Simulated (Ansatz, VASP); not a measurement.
**Mo in VASP and in Ansatz**

The input INCAR:

```
ALGO = Fast ; EDIFF = 1E-7
ENCUT = 520 ; GGA = PE
ISIF = 2 ; ISMEAR = 0
LASPH = True ; LCHARG = False
LREAL = False ; LWAVE = False
NBANDS = 13 ; NELM = 60
PREC = Accurate ; SIGMA = 0.15
```

KPOINTS

```
k-points
0
Gamma
  20 20 20
```

File POSCAR:

```
Mo
1.0
   -1.6671468035      1.6671468035      1.4064082039
    1.6671468035     -1.6671468035      1.4064082039
    1.6671468035      1.6671468035     -1.4064082039
Mo
1
Direct
    0.0000000000      0.0000000000      0.0000000000
```

Input for Ansatz:

```yaml
crystal:
  lattice:
    - [-1.6671468035, 1.6671468035, 1.4064082039]
    - [1.6671468035, -1.6671468035, 1.4064082039]
    - [1.6671468035, 1.6671468035, -1.4064082039]
  atoms:
    - { symbol: Mo, position: [0.0, 0.0, 0.0] }
basis:
  ecutwfc: 420
kpoints:
  mp_grid: { grid: [20, 20, 20] }
hamiltonian:
  xc: pbe
  pseudopotentials: { kind: paw, azcp: { folder: soft_1 } }
scf:
  occupations: { method: gaussian, width: 0.15 }
output:
  forces: true
  stress: true
  eigenvalues: true
```

Change from the starting cell: strain +e along x and -e along y +0.0000, strain +e along z and -e/2 along x and y -0.1100.

Alike in both runs: task single point; functional PBE; k mesh 20 × 20 × 20; occupations gaussian, width 0.15 eV; no spin polarisation.

```csv
,VASP,Ansatz
version,VASP 6.6.1,Ansatz 0.2.0
potentials or method,"VASP PAW PBE potentials, release 64 (Mo_sv), cutoff 520 eV","scalar-relativistic, plane waves, PAW"
valence electrons in the cell,14,14
```

```csv
,VASP,Ansatz,Ansatz less VASP
gap on the k mesh at the Fermi level (eV),none,none,-
pressure (GPa),6.4,5.9,-0.53
"traceless stress, the component that is largest in VASP (GPa)",23.32,23.28,-0.037
```

A gap of «none» marks a metal or a gap that the smearing closes. The functional is the same, so the differences come from potentials, cutoffs and numerics.
